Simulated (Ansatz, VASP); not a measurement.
## SiO2: VASP beside Ansatz

File INCAR:

```
PREC = Accurate
ENCUT = 520
EDIFF = 1E-6
ISMEAR = 0
SIGMA = 0.02
LREAL = F
LASPH = T
NELM = 100
ALGO = Normal
ISIF = 2
LWAVE = F
LCHARG = F
GGA = CA
NBANDS = 34
```

File KPOINTS:

```
Automatic mesh
0
Gamma
  6 6 4
```

Contents of POSCAR:

```
SiO2
1.0
    5.0386983975      0.0000000000      0.0000000000
   -2.5193491987      4.3636408142      0.0000000000
    0.0000000000      0.0000000000      5.6353520765
Si O
3 6
Direct
    0.0000000000      0.5000000000      0.3333333333
    0.5000000000      0.5000000000      0.6666666667
    0.5000000000      0.0000000000      0.0000000000
    0.5813927859      0.7906963930      0.8333333333
    0.7906963930      0.5813927859      0.5000000000
    0.7906963930      0.2093036070      0.1666666667
    0.4186072141      0.2093036070      0.8333333333
    0.2093036070      0.4186072141      0.5000000000
    0.2093036070      0.7906963930      0.1666666667
```

Input for Ansatz:

```yaml
crystal:
  lattice:
    - [5.0386983975, 0.0, 0.0]
    - [-2.5193491987, 4.3636408142, 0.0]
    - [0.0, 0.0, 5.6353520765]
  atoms:
    - { symbol: Si, position: [0.0, 0.5, 0.3333333333] }
    - { symbol: Si, position: [0.5, 0.5, 0.6666666667] }
    - { symbol: Si, position: [0.5, 0.0, 0.0] }
    - { symbol: O, position: [0.5813927859, 0.790696393, 0.8333333333] }
    - { symbol: O, position: [0.790696393, 0.5813927859, 0.5] }
    - { symbol: O, position: [0.790696393, 0.209303607, 0.1666666667] }
    - { symbol: O, position: [0.4186072141, 0.209303607, 0.8333333333] }
    - { symbol: O, position: [0.209303607, 0.4186072141, 0.5] }
    - { symbol: O, position: [0.209303607, 0.790696393, 0.1666666667] }
basis:
  ecutwfc: 420
kpoints:
  mp_grid: { grid: [6, 6, 4] }
  band_path: { path: [VBM, CBM], npoints: 2 }
hamiltonian:
  xc: lda
scf:
  occupations: { method: gaussian, width: 0.02 }
output:
  forces: true
  stress: true
  eigenvalues: true
checkpoint:
  read: start.run
  write: ck
  compress: false
  write_wavefunctions: false
  write_every: 100000
```

Alike in both runs: task single point; functional LDA; k mesh 6 × 6 × 4; occupations gaussian, width 0.02 eV; no spin polarisation.

```csv
,VASP,Ansatz
version,VASP 6.6.1,Ansatz 0.2.0
potentials or method,"VASP PAW LDA potentials, release 64 (Si, O), cutoff 520 eV","scalar-relativistic, plane waves, PAW"
valence electrons in the cell,48,48
```

|  | VASP | Ansatz | Ansatz less VASP |
| --- | --- | --- | --- |
| gap on the k mesh at the Fermi level (eV) | 5.39 | 5.39 | +0.001 |
| least direct gap on the mesh (eV) | 5.55 | 5.55 | -0.001 |
| pressure (GPa) | -2.3 | -2.9 | -0.56 |
| traceless stress, the component that is largest in VASP (GPa) | -1.06 | -1.11 | -0.053 |
| rms of the force components (eV/Å) | 0.004 | 0.000 | -0.0034 |

LDA's correlation is that of Perdew and Zunger in VASP and of Perdew and Wang (1992) in Ansatz. Atom by atom the forces differ by 0.004 eV/Å (rms over components).
